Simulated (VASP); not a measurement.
# Tc12H (a cell with a defect) in VASP: single point with PBE

Aim: the single point of Tc12H (a cell with a defect) with PBE.

Everything below comes from runs of VASP 6.6.1. Logs are shortened: lines on timing, memory, paths and dates and some standing lists are left out, and cuts for length are marked.

## Step 1: The cell of the first run

The cell holds a defect, 13 atoms: a = 5.480 Å, b = 8.220 Å, c = 4.395 Å, α = 90.00°, β = 90.00°, γ = 120.00°.

## Step 2: Single point, PBE

INCAR reads:

```
SYSTEM = Tc12H
PREC = Accurate
ENCUT = 520
EDIFF = 1E-6
ISMEAR = 0
SIGMA = 0.1
LREAL = .FALSE.
LASPH = .TRUE.
NELM = 80
ALGO = Normal
ISIF = 2
LWAVE = .FALSE.
LCHARG = .FALSE.
GGA = PE
NBANDS = 90
```

KPOINTS reads:

```
Automatic mesh
0
G
  4 3 4
  0 0 0
```

POSCAR reads:

```
Tc12H
1.0
    5.4800000000      0.0000000000      0.0000000000
   -4.1100000000      7.1187290000      0.0000000000
    0.0000000000      0.0000000000      4.3949600000
Tc H
12 1
Direct
   -0.0008475944     -0.0012283177     -0.0081032509
    0.1663798635      0.2210331530      0.5039587186
    0.0038680310      0.3314842087     -0.0131286301
    0.1734736018      0.5570120067      0.5107587753
    0.0032387959      0.6703107999     -0.0104093346
    0.1665433332      0.8886564154      0.5050588459
    0.5007815746     -0.0005391986     -0.0067636120
    0.6639936212      0.2178305909      0.5087890443
    0.4937328330      0.3311230959     -0.0125063658
    0.6633041059      0.5566756470      0.5113594145
    0.5008319585      0.6670728114     -0.0056316097
    0.6681882374      0.8893890790      0.5064236474
    0.8336576386      0.4439327085      0.2493793571
```

Potentials or basis: VASP PAW PBE potentials, release 64 (Tc_pv, H).

On the command line:

```console
$ cat potpaw_PBE.64/Tc_pv/POTCAR potpaw_PBE.64/H/POTCAR > POTCAR
$ mpirun -np 1 vasp_std > vasp.out
```

OUTCAR:

```text
SYSTEM = Tc12H
   PREC = Accurate
   ENCUT = 520
   EDIFF = 1E-6
   ISMEAR = 0
   LREAL = .FALSE.
   LASPH = .TRUE.
   NELM = 80
   ISIF = 2
   GGA = PE

 ion  position               nearest neighbor table
   1  0.999  0.999  0.992-  12 2.65   6 2.66   2 2.66   5 2.71   9 2.72   3 2.72  11 2.73   7 2.73
                             7 2.75   2 2.75   6 2.75  12 2.75
   2  0.166  0.221  0.504-   9 2.63   3 2.63   1 2.66  12 2.73   6 2.73   8 2.74   8 2.74  10 2.74
                             4 2.74   9 2.75   1 2.75   3 2.76
   3  0.004  0.331  0.987-  13 1.98   2 2.63   4 2.64   8 2.65   9 2.69   1 2.72  11 2.74   7 2.74
                             2 2.76   5 2.79   9 2.79   8 2.80   4 2.81
   4  0.173  0.557  0.511-  13 1.98  11 2.63   3 2.64   5 2.65  10 2.69  12 2.72   2 2.74   6 2.75
                            11 2.75   8 2.79  10 2.79   5 2.80   3 2.81
   5  0.003  0.670  0.990-  13 1.98   6 2.64  10 2.65   4 2.65   1 2.71   7 2.72  11 2.74  11 2.74
                             6 2.75   3 2.79   9 2.79   4 2.80  10 2.80
   6  0.167  0.889  0.505-   5 2.64   1 2.66   7 2.67   8 2.72   2 2.73  12 2.73  10 2.74   4 2.75
                            12 2.75   5 2.75   7 2.75   1 2.75
   7  0.501  0.999  0.993-   8 2.64  12 2.66   6 2.67   5 2.72  11 2.73   1 2.73   3 2.74   9 2.75
                             1 2.75   8 2.75   6 2.75  12 2.75
   8  0.664  0.218  0.509-  13 1.97   7 2.64   3 2.65   9 2.65  12 2.71   6 2.72   2 2.74   2 2.74
                             7 2.75  10 2.79   4 2.79   9 2.80   3 2.80
   9  0.494  0.331  0.987-  13 1.98   2 2.63  10 2.64   8 2.65   3 2.69   1 2.72  11 2.74   7 2.75
                             2 2.75   5 2.79   3 2.79   8 2.80  10 2.81
  10  0.663  0.557  0.511-  13 1.98  11 2.63   9 2.64   5 2.65   4 2.69  12 2.72   2 2.74   6 2.74
                            11 2.75   8 2.79   4 2.79   5 2.80   9 2.81
  11  0.501  0.667  0.994-  10 2.63   4 2.63  12 2.67   1 2.73   7 2.73   5 2.74   5 2.74   3 2.74
                             9 2.74   4 2.75  12 2.75  10 2.75
  12  0.668  0.889  0.506-   1 2.65   7 2.66  11 2.67   8 2.71  10 2.72   4 2.72   2 2.73   6 2.73
                             6 2.75  11 2.75   7 2.75   1 2.75
  13  0.834  0.444  0.249-   8 1.97   5 1.98   3 1.98   4 1.98  10 1.98   9 1.98

  LATTYP: Found a simple monoclinic cell.
 ALAT       =     5.4800000000
 B/A-ratio  =     0.8020000000
 C/A-ratio  =     1.3228756879
 COS(beta)  =    -0.1889822319

  Lattice vectors:

 A1 = (   5.4800000000,   0.0000000000,   0.0000000000)
 A2 = (   0.0000000000,   0.0000000000,   4.3949600000)
 A3 = (  -1.3700000000,  -7.1187290000,   0.0000000000)

Analysis of symmetry for initial positions (statically):
=====================================================================
 Subroutine PRICEL returns:
 Original cell was already a primitive cell.

 Routine SETGRP: Setting up the symmetry group for a
[... 163 lines left out ...]
  volume/ion in A,a.u.               =      13.19        89.00
  Fermi-wavevector in a.u.,A,eV,Ry     =   1.589750  3.004191 34.386057  2.527304
  Thomas-Fermi vector in A             =   2.688551
   LORBIT       =      0    0 simple, 1 ext, 2 COOP (PROOUT), +10 PAW based schemes
   GGA     = PE    functional components
   LHFCALC =     F    Hartree Fock is set to
   AEXX    =    0.0000 exact exchange contribution
   IVDW    =     0    specifies the selected vdW correction
   LEPSILON=     F    determine dielectric tensor
   LRPA    =     F    only Hartree local field effects (RPA)
 non-spin polarized calculation
 Gauss-broadening in eV      SIGMA  =   0.10
  energy-cutoff  :      520.00
  volume of cell :      171.45
 maximum number of plane-waves:      4640
 NGX is ok and might be reduce to    42
   NGX = 21   NGY = 31   NGZ = 17

 number of electron     157.0000005 magnetization

 Free energy of the ion-electron system (eV)
  ---------------------------------------------------
  ext. energy  EPLUGINS =         0.00000000
  ---------------------------------------------------
  free energy    TOTEN  =      -127.77330968 eV

  energy without entropy =     -127.72426260  energy(sigma->0) =     -127.74878614

 E-fermi :  12.7886     XC(G=0): -13.8558

 val. band max:       12.7863744403   @ k =   0.2500   0.3333   0.5000
 cond. band min:      12.7981692116   @ k =   0.0000   0.3333   0.5000
 fundamental gap:      0.0117947713
 Fermi energy:        12.7886105036

 k-point     1 :       0.0000    0.0000    0.0000
  band No.  band energies     occupation
      1     -26.6733      2.00000
      2     -26.5248      2.00000
      3     -26.4103      2.00000
      4     -26.3879      2.00000
      5     -26.3329      2.00000
      6     -26.3157      2.00000
[... 2221 lines left out ...]
     89      15.0973      0.00000
     90      15.1804      0.00000

 [... further k-points ...]

------------------------ aborting loop because EDIFF is reached ----------------------------------------

  FORCE on cell =-STRESS in cart. coord.  units (eV):
  Direction    XX          YY          ZZ          XY          YZ          ZX
  --------------------------------------------------------------------------------------
  -------------------------------------------------------------------------------------
  Total        7.2599174      7.8845020      4.5962077     -0.4731661     -0.4133821      0.0490675
  in kB       67.8428860     73.6795396     42.9509016     -4.4216691     -3.8629963      0.4585283
  external PRESSURE =      61.4911091 kB  Pullay stress =       0.0000000 kB

 VOLUME and BASIS-vectors are now :
 -----------------------------------------------------------------------------
  energy-cutoff  :      520.00
  volume of cell :      171.45
      direct lattice vectors                 reciprocal lattice vectors
     5.480000000  0.000000000  0.000000000     0.182481752  0.105355886  0.000000000
    -4.110000000  7.118729000  0.000000000     0.000000000  0.140474514  0.000000000
     0.000000000  0.000000000  4.394960000     0.000000000  0.000000000  0.227533356

 POSITION                                       TOTAL-FORCE (eV/Angst)
 -----------------------------------------------------------------------------------
      1.37040      7.10998      4.35935         0.003431     -0.000409     -0.009609
      0.00332      1.57348      2.21488         0.006026      0.022721      0.018277
     -1.34120      2.35975      4.33726         0.014099     -0.000907     -0.006696
     -1.33868      3.96522      2.24476         0.004343      0.001536      0.011832
     -2.73723      4.77176      4.34921        -0.002935     -0.002493     -0.025917
     -2.73972      6.32610      2.21971        -0.004958      0.013778      0.009978
     -1.36350      7.11489      4.36523         0.001893     -0.013659     -0.009209
      2.74340      1.55068      2.23611         0.003175     -0.000860      0.023706
      1.34474      2.35718      4.34000        -0.002611      0.000355     -0.008236
      1.34697      3.96282      2.24740        -0.009059     -0.001948      0.008976
      0.00289      4.74871      4.37021        -0.004394     -0.019989     -0.019226
      0.00628      6.33132      2.22571        -0.005862     -0.001350      0.008552
      2.74388      3.16024      1.09601        -0.003148      0.003224     -0.002428
 -----------------------------------------------------------------------------------
    total drift:                               -0.000119      0.000013      0.000033

  FREE ENERGIE OF THE ION-ELECTRON SYSTEM (eV)
  ---------------------------------------------------
  free  energy   TOTEN  =      -127.7733096840 eV

  energy  without entropy=     -127.7242626040  energy(sigma->0) =     -127.74878614
```

Wall time 9 min (1 thread of Intel Xeon Platinum 8375C at 2.90GHz (Ice Lake), shared host); peak memory 0.45 GiB.

What came out:

```
Free energy            : -127.7733 eV
Pressure               : 6.1 GPa
Largest force          : 0.030 eV/Å
Band gap on the k mesh : zero (an odd number of electrons rules out a gap without spin polarisation)
```

Forces in eV/Å, atoms in the order of the input:
```
Tc   0.003  0.000 -0.010
Tc   0.006  0.023  0.018
Tc   0.014 -0.001 -0.007
Tc   0.004  0.002  0.012
Tc  -0.003 -0.002 -0.026
Tc  -0.005  0.014  0.010
Tc   0.002 -0.014 -0.009
Tc   0.003 -0.001  0.024
Tc  -0.003  0.000 -0.008
Tc  -0.009 -0.002  0.009
Tc  -0.004 -0.020 -0.019
Tc  -0.006 -0.001  0.009
H   -0.003  0.003 -0.002
```

Levels at points of the mesh, in eV from the Fermi level:
```
           k point  band 76  band 77  band 78  band 79  band 80  band 81
(0.00, 0.00, 0.00)    -0.63    -0.61    -0.51    -0.09    -0.09     1.33
(0.50, 0.00, 0.00)    -0.52    -0.32    -0.29     0.23     0.27     0.41
(0.00, 0.00, 0.50)    -0.01     0.00     0.14     0.19     0.31     0.39
(0.50, 0.00, 0.50)    -0.39    -0.36    -0.31    -0.28    -0.18    -0.02
```
